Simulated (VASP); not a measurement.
# AlNi (P4/mmm) in VASP: further runs, part 2 of 2

VASP 6.6.1. The steps go on from the part before.

### Step 4. Single point, PBEsol (uniaxial strain along c: -3.0 %, then relaxed in part)

INCAR

```
SYSTEM = AlNi
PREC = Accurate
ENCUT = 600
EDIFF = 1E-6
ISMEAR = 0
SIGMA = 0.1
LREAL = .FALSE.
LASPH = .TRUE.
NELM = 120
ALGO = Normal
ISIF = 2
LWAVE = .FALSE.
LCHARG = .TRUE.
GGA = PS
LELF = .TRUE.
LVHAR = .TRUE.
NBANDS = 14
GGA_COMPAT = .FALSE.
```

KPOINTS

```
regular mesh
0
G
  14 14 14
  0 0 0
```

POSCAR

```
AlNi
1.0
    2.8950429350      0.0000000000      0.0000000000
    0.0000000000      2.8950429350      0.0000000000
    0.0000000000      0.0000000000      2.7833266194
Al Ni
1 1
Direct
    0.0000000000      0.0000000000      0.0000000000
    0.5000000000      0.5000000000      0.5000000000
```

Potentials or basis: VASP PAW PBE potentials, release 64 (Al, Ni).

On the command line:

```bash
cat potpaw_PBE.64/Al/POTCAR potpaw_PBE.64/Ni/POTCAR > POTCAR
mpirun -np 1 vasp_std > vasp.out
```

OUTCAR:

```text
SYSTEM = AlNi
   PREC = Accurate
   ENCUT = 600
   EDIFF = 1E-6
   ISMEAR = 0
   LREAL = .FALSE.
   LASPH = .TRUE.
   NELM = 120
   ISIF = 2
   GGA = PS

 ion  position               nearest neighbor table
   1  0.000  0.000  0.000-   2 2.48   2 2.48   2 2.48   2 2.48   2 2.48   2 2.48   2 2.48   2 2.48

   2  0.500  0.500  0.500-   1 2.48   1 2.48   1 2.48   1 2.48   1 2.48   1 2.48   1 2.48   1 2.48

  LATTYP: Found a simple tetragonal cell.
 ALAT       =     2.8950429350
 C/A-ratio  =     0.9614111714

  Lattice vectors:

 A1 = (   2.8950429350,   0.0000000000,   0.0000000000)
 A2 = (   0.0000000000,   2.8950429350,   0.0000000000)
 A3 = (   0.0000000000,   0.0000000000,   2.7833266194)

Analysis of symmetry for initial positions (statically):
=====================================================================
 Subroutine PRICEL returns:
 Original cell was already a primitive cell.

 Routine SETGRP: Setting up the symmetry group for a
 simple tetragonal supercell.

 Subroutine GETGRP returns: Found 16 space group operations
 (whereof 16 operations were pure point group operations)
 out of a pool of 16 trial point group operations.

[... 178 lines left out ...]
      7      15.3566      0.00000
      8      15.3566      0.00000
      9      16.8121      0.00000
     10      18.2905      0.00000
     11      18.5385      0.00000
     12      24.4803      0.00000
     13      30.8067      0.00000
     14      31.7495      0.00000
[... 377 lines left out ...]
      1       1.9192      2.00000
      2       5.7661      2.00000
      3       7.2075      2.00000
      4       7.7360      2.00000
      5       8.2076      2.00000
      6       8.5039      2.00000
      7      10.0035      1.99763
      8      13.7369      0.00000
      9      17.8294      0.00000
     10      20.3463      0.00000
     11      22.3196      0.00000
     12      24.9578      0.00000
     13      26.7184      0.00000
     14      28.1104      0.00000

 [... further k-points ...]

------------------------ aborting loop because EDIFF is reached ----------------------------------------

  FORCE on cell =-STRESS in cart. coord.  units (eV):
  Direction    XX          YY          ZZ          XY          YZ          ZX
  --------------------------------------------------------------------------------------
  -------------------------------------------------------------------------------------
  Total        0.0080640      0.0080640      0.4289255      0.0000000      0.0000000      0.0000000
  in kB        0.5538450      0.5538450     29.4590155      0.0000000      0.0000000      0.0000000
  external PRESSURE =      10.1889019 kB  Pullay stress =       0.0000000 kB

 VOLUME and BASIS-vectors are now :
 -----------------------------------------------------------------------------
  energy-cutoff  :      600.00
  volume of cell :       23.33
      direct lattice vectors                 reciprocal lattice vectors
     2.895042935  0.000000000  0.000000000     0.345418021  0.000000000  0.000000000
     0.000000000  2.895042935  0.000000000     0.000000000  0.345418021  0.000000000
     0.000000000  0.000000000  2.783326619     0.000000000  0.000000000  0.359282304

 POSITION                                       TOTAL-FORCE (eV/Angst)
 -----------------------------------------------------------------------------------
      0.00000      0.00000      0.00000         0.000000      0.000000      0.000000
      1.44752      1.44752      1.39166         0.000000      0.000000      0.000000
 -----------------------------------------------------------------------------------
    total drift:                                0.000000     -0.000000     -0.000000

  FREE ENERGIE OF THE ION-ELECTRON SYSTEM (eV)
  ---------------------------------------------------
  free  energy   TOTEN  =       -11.5814925362 eV

  energy  without entropy=      -11.5776328876  energy(sigma->0) =      -11.57956271
```

stdout:

```text
POSCAR found type information on POSCAR AlNi
 POSCAR found :  2 types and       2 ions
 scaLAPACK will be used
 -----------------------------------------------------------------------------
|                                                                             |
|                                                                             |
|     You enforced a specific xc type in the INCAR file but a different       |
|     I HOPE YOU KNOW WHAT YOU ARE DOING!                                     |
|                                                                             |
 -----------------------------------------------------------------------------

 LDA part: xc-table for (Slater+PW92), standard interpolation
 POSCAR, INCAR and KPOINTS ok, starting setup
 FFT: planning ... GRIDC
 FFT: planning ... GRID_SOFT
 FFT: planning ... GRID
 WAVECAR not read
 entering main loop
```

It took 78 s on 1 thread of Intel Xeon 8259CL, shared host; peak memory 0.23 GiB.

What came out:

| Property | Result |
| --- | --- |
| Free energy | -11.5815 eV |
| Pressure | 1.0 GPa |
| Band gap on the k mesh | zero (an odd number of electrons rules out a gap without spin polarisation) |

Levels at points of the mesh, in eV from the Fermi level:
| k point | band 5 | band 6 | band 7 | band 8 | band 9 | band 10 |
| --- | --- | --- | --- | --- | --- | --- |
| (0.00, 0.00, 0.00) | -1.55 | -1.55 | 5.14 | 5.14 | 6.59 | 8.07 |
| (0.50, 0.00, 0.00) | -2.16 | -1.46 | -0.75 | 8.29 | 9.62 | 10.63 |
| (0.50, 0.50, 0.00) | -2.03 | -2.03 | -1.09 | 1.26 | 2.39 | 13.26 |
| (0.00, 0.00, 0.50) | -2.39 | -1.54 | -0.46 | 8.35 | 9.79 | 9.79 |
| (0.50, 0.00, 0.50) | -2.22 | -2.17 | -1.02 | 1.66 | 2.74 | 12.26 |
| (0.50, 0.50, 0.50) | -0.97 | 1.95 | 1.95 | 2.03 | 3.96 | 4.31 |

Caveat: the cell differs from its parent crystal (uniaxial strain along c: -3.0 %, then relaxed in part); the PAW data sets were made with another functional, which shifts forces and pressure a little. Spin polarisation is off, so any magnetic state and its effect on volume and gap are missing.

### Step 5. The runs side by side

```csv
cell,gap on the mesh (eV),pressure (GPa)
"a = 2.848, b = 2.848, c = 2.898 Å, 2 atoms",none,-0.3
"a = 2.883, b = 2.883, c = 2.812 Å, 2 atoms",none,0.6
"a = 2.895, b = 2.895, c = 2.783 Å, 2 atoms",none,1.0
```

Alike in all rows: task single point; level PBEsol; potentials or basis VASP PAW PBE potentials, release 64 (Al, Ni); no spin polarisation; k mesh 14 × 14 × 14; cutoff (eV) 600; smearing gaussian 0.1 eV.

Caveats: the PAW data sets were made with another functional, which shifts forces and pressure a little.

Absolute energies hang on the potentials; compare differences alone.
